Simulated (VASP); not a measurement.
Wanted: the native input for a VASP 6.6.1 run.

| Quantity | Value |
| --- | --- |
| Task | single point |
| Functional | PBE |
| Potentials or basis | VASP PAW PBE potentials, release 64 (Ir) |
| Cutoff | 500 eV |
| k mesh | 10 × 10 × 10 |
| Occupations | gaussian, width 0.1 eV |
| Spin | no spin polarisation |
| Dipole correction | no |
| Further INCAR settings | ALGO = Normal; EDIFF = 1e-06; NBANDS = 10 |

The structure of Ir lies in POSCAR:

```
Ir
1.0
    0.0000000000      1.9346090606      1.9346090606
    1.9346090606      0.0000000000      1.9346090606
    1.9346090606      1.9346090606      0.0000000000
Ir
1
Direct
    0.0000000000      0.0000000000      0.0000000000
```

These files were run (other wordings do the same):

INCAR

```
ALGO = Normal
EDIFF = 1E-6
ENCUT = 500
GGA = PE
GGA_COMPAT = F
ISIF = 2
ISMEAR = 0
LASPH = T
LCHARG = F
LREAL = F
LWAVE = F
NBANDS = 10
NELM = 120
PREC = Accurate
SIGMA = 0.1
```

KPOINTS

```
k-points
0
Gamma
  10 10 10
```

Potentials or basis: VASP PAW PBE potentials, release 64 (Ir).

Command:

```bash
$ cat potpaw_PBE.64/Ir/POTCAR > POTCAR
$ mpirun -np 1 vasp_std > vasp.out
```

Results of the run:

```
Pressure : 0.9 GPa
```

It took 3.8 s on 1 thread of Intel(R) Xeon(R) 6975P-C (Granite Rapids), on a shared host, peak memory 0.13 GiB.
